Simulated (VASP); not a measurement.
Set up this calculation in VASP 6.6.1, as the native input.

* Task: single point
* Functional: PBE
* Potentials or basis: VASP PAW PBE potentials, release 64 (Zr_sv, B)
* Cutoff: 520 eV
* k mesh: 8 × 8 × 8
* Occupations: fermi-dirac, width 0.1 eV
* Spin: no spin polarisation
* Dipole correction: no
* Further INCAR settings: ALGO = Normal; EDIFF = 1e-06; NBANDS = 14

The structure of ZrB lies in POSCAR:

```
ZrB
1.0
    2.9196754646      0.0000000000      0.0000000000
    0.0000000000      2.9196754646      0.0000000000
    0.0000000000      0.0000000000      2.9196754646
Zr B
1 1
Direct
    0.0000000000      0.0000000000      0.0000000000
    0.5000000000      0.5000000000      0.5000000000
```

These files were run (other wordings do the same):

INCAR

```
PREC = Accurate ; ENCUT = 520
EDIFF = 1E-6 ; ISMEAR = -1
SIGMA = 0.1 ; LREAL = False
LASPH = True ; NELM = 100
ALGO = Normal ; ISIF = 2
LWAVE = False ; LCHARG = False
GGA = PE ; NBANDS = 14
```

KPOINTS

```
Automatic mesh
0
Gamma
  8 8 8
```

Potentials or basis: VASP PAW PBE potentials, release 64 (Zr_sv, B).

Command:

```console
$ cat potpaw_PBE.64/Zr_sv/POTCAR potpaw_PBE.64/B/POTCAR > POTCAR
$ mpirun -np 1 vasp_std > vasp.out
```

Results of the run:

```yaml
Pressure: 20.1 GPa
```

It took 4 s on 1 thread of Intel(R) Xeon(R) 6975P-C (Granite Rapids), on a shared host, peak memory 0.14 GiB.
